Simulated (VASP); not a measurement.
A run of VASP 6.6.1 is set up as follows.

The input POSCAR:

```
CdS
1.0
    0.0000000000      2.9553866667      2.8402549342
    2.9553866667      0.0000000000      2.8402549342
    2.9553866667      2.9553866667      0.0000000000
Cd S
1 1
Direct
    0.0000000000      0.0000000000      0.0000000000
    0.2500000000      0.2500000000      0.2500000000
```

Contents of INCAR.step1:

```
SYSTEM = CdS
  ALGO = Normal
  EDIFF = 1E-4
  ENCUT = 520
  GGA = PE
  ISMEAR = -1
  LASPH = .TRUE.
  LCHARG = .FALSE.
  LREAL = .FALSE.
  LWAVE = .TRUE.
  NBANDS = 16
  NELM = 80
  PREC = Accurate
  SIGMA = 0.02
```

The input INCAR.step2:

```
SYSTEM = CdS
  ALGO = Normal
  EDIFF = 1E-7
  ENCUT = 520
  ISIF = 2
  ISMEAR = -1
  ISTART = 1
  LASPH = .TRUE.
  LCHARG = .FALSE.
  LMIXTAU = .TRUE.
  LREAL = .FALSE.
  LWAVE = .FALSE.
  METAGGA = R2SCAN
  NBANDS = 16
  NELM = 80
  PREC = Accurate
  SIGMA = 0.02
```

The input KPOINTS:

```
k-points
0
G
  6 6 6
  0 0 0
```

Potentials or basis: VASP PAW PBE potentials, release 64 (Cd, S).

The run is started by

```sh
$ cat potpaw_PBE.64/Cd/POTCAR potpaw_PBE.64/S/POTCAR > POTCAR
$ cp INCAR.step1 INCAR
$ mpirun -np 1 vasp_std > vasp.out
$ cp INCAR.step2 INCAR
$ mpirun -np 1 vasp_std > vasp.out
```

**Question.** What does it give for the pressure?

**Answer.** 1.8 GPa.

**Question.** Estimate the band gap on the k mesh.

**Answer.** 1.52 eV, direct.

Stress tensor (GPa, compression positive):
```
1.56 0.00 0.00
0.00 1.56 0.00
0.00 0.00 2.14
```

Caveat: the PAW data sets were made with another functional, which shifts forces and pressure a little. r2SCAN opens gaps a little over a GGA but as a rule still falls short of measured ones.
